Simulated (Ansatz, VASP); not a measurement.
## CaS in VASP and in Ansatz

The input INCAR:

```
ALGO = Normal
EDIFF = 1E-6
ENCUT = 500
GGA = PE
GGA_COMPAT = F
ISIF = 2
ISMEAR = -1
LASPH = T
LCHARG = F
LREAL = F
LWAVE = F
NBANDS = 15
NELM = 120
PREC = Accurate
SIGMA = 0.01
```

The input KPOINTS:

```
k-points
0
Gamma
  7 7 7
```

POSCAR

```
CaS
1.0
    0.0000000000      2.8191081141      2.8191081141
    2.8191081141      0.0000000000      2.8191081141
    2.8191081141      2.8191081141      0.0000000000
Ca S
1 1
Direct
    0.0000000000      0.0000000000      0.0000000000
    0.5000000000      0.5000000000      0.5000000000
```

Input for Ansatz:

```yaml
crystal:
  lattice:
    - [0.0, 2.8191081141, 2.8191081141]
    - [2.8191081141, 0.0, 2.8191081141]
    - [2.8191081141, 2.8191081141, 0.0]
  atoms:
    - { symbol: Ca, position: [0.0, 0.0, 0.0] }
    - { symbol: S, position: [0.5, 0.5, 0.5] }
kpoints:
  mp_grid: { grid: [7, 7, 7] }
scf:
  occupations: { method: fermi_dirac, width: 0.01 }
hamiltonian:
  xc: pbe
  pseudopotentials: { kind: all_electron, lapw: { basis_error: 0.00025 } }
output:
  forces: true
  stress: true
  eigenvalues: true
```

Change from the starting cell: volume scaled by 0.975.

Alike in both runs: task single point; functional PBE; k mesh 7 × 7 × 7; occupations fermi-dirac, width 0.01 eV; no spin polarisation.

```csv
,VASP,Ansatz
version,VASP 6.6.1,Ansatz 0.2.0
potentials or method,"VASP PAW PBE potentials, release 64 (Ca_sv, S), cutoff 500 eV","all-electron LAPW, scalar-relativistic"
```

|  | VASP | Ansatz | Ansatz less VASP |
| --- | --- | --- | --- |
| gap on the k mesh at the Fermi level (eV) | 2.35 | 2.36 | +0.006 |
| pressure (GPa) | 2.6 | 2.4 | -0.18 |

Ansatz ran all-electron here, and VASP with PAW potentials.
